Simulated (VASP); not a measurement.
# SnSe: single point with PBE+D3(BJ)

The system is SnSe.

```xyz
8
Lattice="10.8535 0.0000 0.0000 0.0000 3.9970 0.0000 0.0000 0.0000 4.0620" Properties=species:S:1:pos:R:3 pbc="T T T"
Sn    1.2503    0.9993    0.0004
Sn    4.1764    2.9978    2.0314
Sn    6.6771    0.9993    2.0306
Sn    9.6032    2.9978    4.0616
Se    3.9315    0.9993    0.0001
Se    1.4952    2.9978    2.0311
Se    9.3583    0.9993    2.0309
Se    6.9220    2.9978    4.0619
```

```json
{
 "Program": "VASP 6.6.1",
 "Task": "single point",
 "Functional": "PBE",
 "Dispersion": "D3(BJ)",
 "Potentials or basis": "VASP PAW PBE potentials, release 64 (Sn_d, Se)",
 "Cutoff": "520 eV",
 "k mesh": "4 × 8 × 8",
 "Occupations": "gaussian, width 0.05 eV",
 "Spin": "no spin polarisation",
 "Dipole correction": "no",
 "Further INCAR settings": "ALGO = Normal; EDIFF = 1e-06; NBANDS = 50"
}
```

```
Pressure                   : 10.4 GPa
Largest force              : 0.019 eV/Å
Band gap on the k mesh     : zero (bands 40 and 41 overlap by 0.29 eV)
Dispersion energy per atom : -0.439 eV
```

Forces on the atoms (eV/Å):
```
Sn  -0.019  0.000  0.000
Sn   0.019  0.000  0.000
Sn  -0.019  0.000  0.000
Sn   0.019  0.000  0.000
Se   0.010  0.000  0.000
Se  -0.010  0.000  0.000
Se   0.010  0.000  0.000
Se  -0.010  0.000  0.000
```

Levels at points of the mesh, in eV from the Fermi level:
```tsv
k point	band 37	band 38	band 39	band 40	band 41	band 42	band 43	band 44
(0.00, 0.00, 0.00)	-2.17	-1.66	-1.18	-0.95	-0.14	2.96	3.23	3.47
(0.50, 0.00, 0.00)	-2.60	-2.60	-1.02	-1.02	2.48	2.48	2.79	2.79
(0.00, 0.50, 0.00)	-1.40	-1.40	-0.32	-0.32	0.40	0.40	0.98	0.98
(0.50, 0.50, 0.00)	-0.94	-0.94	-0.94	-0.94	1.39	1.39	1.39	1.39
(0.00, 0.00, 0.50)	-1.00	-1.00	-0.42	-0.42	0.45	0.45	1.16	1.16
(0.50, 0.00, 0.50)	-0.56	-0.56	-0.11	-0.11	0.55	0.55	0.75	0.75
(0.00, 0.50, 0.50)	-2.59	-2.59	-2.59	-2.59	2.70	2.70	2.70	2.70
(0.50, 0.50, 0.50)	-2.05	-2.05	-2.05	-2.05	1.96	1.96	1.96	1.96
```

Wall time 6.5 min on 1 thread of Intel(R) Xeon(R) Platinum 8488C (Sapphire Rapids), with other jobs on the host, peak memory 0.6 GiB.

Caveat: the cell stands under pressure; semilocal functionals underestimate gaps, and a narrow one can read as zero; spin-orbit coupling is left out, which moves the levels of the heavy elements.
